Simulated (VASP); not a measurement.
Here is a VASP 6.6.1 calculation.

Contents of INCAR:

```
SYSTEM = MgO
PREC = Accurate
ENCUT = 520
EDIFF = 1E-7
ISMEAR = -1
SIGMA = 0.05
LREAL = .False.
LASPH = .True.
NELM = 100
ALGO = Normal
ISIF = 2
LWAVE = .False.
LCHARG = .True.
GGA = B5
ALDAX = 1.0
AGGAX = 1.0
AGGAC = 1.0
ALDAC = 0.0
IVDW = 13
VDW_S6 = 1.0
VDW_S8 = 2.34076671
VDW_A1 = 0.44488865
VDW_A2 = 4.0933009
LELF = .True.
LVHAR = .True.
NBANDS = 11
```

File KPOINTS:

```
Automatic mesh
0
Gamma
  11 11 11
  0 0 0
```

POSCAR

```
MgO
1.0
    0.0000000000      2.1105161252      2.1105161252
    2.1105161252      0.0000000000      2.1105161252
    2.1105161252      2.1105161252      0.0000000000
Mg O
1 1
Direct
    0.0000000000      0.0000000000      0.0000000000
    0.5000000000      0.5000000000      0.5000000000
```

Potentials or basis: VASP PAW PBE potentials, release 64 (Mg, O).

Command:

```bash
$ cat potpaw_PBE.64/Mg/POTCAR potpaw_PBE.64/O/POTCAR > POTCAR
$ mpirun -np 1 vasp_std > vasp.out
```

What does it give for the pressure?

-0.8 GPa.

What does it give for the dispersion energy per atom?

-0.310 eV.

Caveat: the PAW data sets were made with another functional, which shifts forces and pressure a little.
